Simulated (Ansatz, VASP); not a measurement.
Ta in VASP and in Ansatz

```
Ta
1.0
    -1.65415    1.65415    1.65415
     1.65415   -1.65415    1.65415
     1.65415    1.65415   -1.65415
Ta
1
Direct
  0.00000 0.00000 0.00000
```

Alike in both runs: functional PBE; k mesh 8 × 8 × 8; occupations gaussian, width 0.1 eV; no spin polarisation.

Ansatz relaxed the structure, and its values are those at the end. VASP's run is a single point on that final structure, the one shown.

|  | VASP | Ansatz |
| --- | --- | --- |
| version | VASP 6.6.1 | Ansatz 0.2.0 |
| potentials or method | VASP PAW PBE potentials, release 64 (Ta_pv), cutoff 500 eV | scalar-relativistic, plane waves, PAW |
| valence electrons in the cell | 11 | 13 |

```csv
,VASP,Ansatz,Ansatz less VASP
gap on the k mesh at the Fermi level (eV),none,none,-
pressure (GPa),0.0,-0.1,-0.11
```

A gap of «none» marks a metal or a gap that the smearing closes. The functional is the same, so the differences come from potentials, cutoffs and numerics. VASP's potentials hold 11 valence electrons a cell and Ansatz's 13, so a difference there can come from the potentials and not from the codes.

Neither program's run includes spin-orbit coupling.
